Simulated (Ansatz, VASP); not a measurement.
# BN: VASP beside Ansatz

```
CELL_PARAMETERS angstrom
2.48834 0.00000 0.00000
-1.24417 2.15497 0.00000
0.00000 0.00000 6.49548
ATOMIC_POSITIONS crystal
B 0.33333 0.66667 0.25000
B 0.66667 0.33333 0.75000
N 0.33333 0.66667 0.75000
N 0.66667 0.33333 0.25000
```

Alike in both runs: functional LDA; k mesh 13 × 13 × 4; no spin polarisation.

Ansatz relaxed the structure, and its values are those at the end. VASP's run is a single point on that final structure, the one shown.

```csv
,VASP,Ansatz
version,VASP 6.6.1,Ansatz 0.2.0
potentials or method,"VASP PAW LDA potentials, release 64 (B, N), cutoff 520 eV",plane-wave PAW DFT
occupations,"gaussian, width 0.01 eV",fixed
valence electrons in the cell,16,16
```

VASP gave:

```
pressure (GPa) : 0.6
```

Q: What did Ansatz give for the same quantities?

A: Pressure (GPa): 0.0.

Ansatz warns that its potentials were made for another functional, while VASP's fit it. LDA's correlation is that of Perdew and Zunger in VASP and of Perdew and Wang (1992) in Ansatz.
